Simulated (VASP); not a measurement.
Here is a VASP 6.6.1 calculation.

INCAR

```
ALGO = Normal
EDIFF = 1E-6
ENCUT = 520
GGA = PE
ISIF = 2
ISMEAR = 0
LASPH = True
LCHARG = False
LREAL = False
LWAVE = False
NBANDS = 26
NELM = 100
PREC = Accurate
SIGMA = 0.05
```

KPOINTS

```
k-points
0
Gamma
  6 6 4
```

The input POSCAR:

```
CdSe
1.0
    4.2984999142     -0.0859699983      0.0000000000
   -2.2237021596      3.7655951230      0.0000000000
    0.0000000000      0.0000000000      7.0152000000
Cd Se
2 2
Direct
    0.6666666667      0.3333333333      0.0000000000
    0.3333333333      0.6666666667      0.5000000000
    0.6666666667      0.3333333333      0.3750000000
    0.3333333333      0.6666666667      0.8750000000
```

Potentials or basis: VASP PAW PBE potentials, release 64 (Cd, Se).

Launch:

```bash
$ cat potpaw_PBE.64/Cd/POTCAR potpaw_PBE.64/Se/POTCAR > POTCAR
$ mpirun -np 1 vasp_std > vasp.out
```

(1) What does it give for the pressure?

(2) Predict the band gap on the k mesh.

(3) Predict the largest force.

## Answers

(1) 3.4 GPa.

(2) 0.60 eV.

(3) 0.289 eV/Å.

Caveat: the cell differs from its parent crystal (strain -0.0400 x Voigt [0, 0, 0, 0, 0, 1]); the cell stands under pressure.
